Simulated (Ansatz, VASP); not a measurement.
**Sn in VASP and in Ansatz**

```
CELL_PARAMETERS angstrom
6.25600 3.61190 1.63673
-6.25600 3.61190 1.63673
0.00000 -7.22381 1.63673
ATOMIC_POSITIONS crystal
Sn 0.58450 0.35100 0.24650
Sn 0.24650 0.58450 0.35100
Sn 0.35100 0.24650 0.58450
Sn 0.41550 0.64900 0.75350
Sn 0.75350 0.41550 0.64900
Sn 0.64900 0.75350 0.41550
```

Alike in both runs: task single point; functional PBE; k mesh 6 × 6 × 6; occupations gaussian, width 0.1 eV; no spin polarisation.

```csv
,VASP,Ansatz
version,VASP 6.6.1,Ansatz 0.2.0
potentials or method,"VASP PAW PBE potentials, release 64 (Sn_d), cutoff 520 eV","scalar-relativistic, plane waves, PAW"
valence electrons in the cell,84,84
```

```tsv
	VASP	Ansatz	Ansatz less VASP
gap on the k mesh at the Fermi level (eV)	none	none	-
pressure (GPa)	15.9	15.9	-0.01
traceless stress, the component that is largest in VASP (GPa)	-8.14	-8.10	+0.041
rms of the force components (eV/Å)	3.738	3.727	-0.0115
```

Atom by atom the forces differ by 0.012 eV/Å (rms over components). A gap of «none» marks a metal or a gap that the smearing closes.
